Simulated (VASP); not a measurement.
Write the native input for VASP 6.6.1 that does the following.

| Item | Value |
| --- | --- |
| Task | single point |
| Functional | LDA |
| Potentials or basis | VASP PAW LDA potentials, release 64 (Al) |
| Cutoff | 520 eV |
| k mesh | 20 × 20 × 20 |
| Occupations | gaussian, width 0.15 eV |
| Spin | no spin polarisation |
| Dipole correction | no |
| Further INCAR settings | ALGO = Normal; EDIFF = 1e-07; NBANDS = 8 |

The structure of Al lies in POSCAR:

```
Al
1.0
   -1.5912186900      1.5912186900      1.5514382228
    1.5912186900     -1.5912186900      1.5514382228
    1.5912186900      1.5912186900     -1.5514382228
Al
1
Direct
    0.0000000000      0.0000000000      0.0000000000
```

This cell differs from its parent crystal: strain +0.000 along x and y, -0.025 along z.

These files were run (other wordings do the same):

INCAR

```
ALGO = Normal ; EDIFF = 1E-7
ENCUT = 520 ; ISIF = 2
ISMEAR = 0 ; LASPH = True
LCHARG = False ; LREAL = False
LWAVE = False ; NBANDS = 8
NELM = 60 ; PREC = Accurate
SIGMA = 0.15
```

KPOINTS

```
k-points
0
Gamma
  20 20 20
```

Potentials or basis: VASP PAW LDA potentials, release 64 (Al).

Run with:

```sh
$ cat potpaw_LDA.64/Al/POTCAR > POTCAR
$ mpirun -np 1 vasp_std > vasp.out
```

Results of the run:

The pressure is 2.5 GPa.

Caveat: the cell differs from its parent crystal (strain +0.000 along x and y, -0.025 along z).

It took 16 s on 1 thread of Intel(R) Xeon(R) 6975P-C (Granite Rapids) (shared host), peak memory 0.16 GiB.
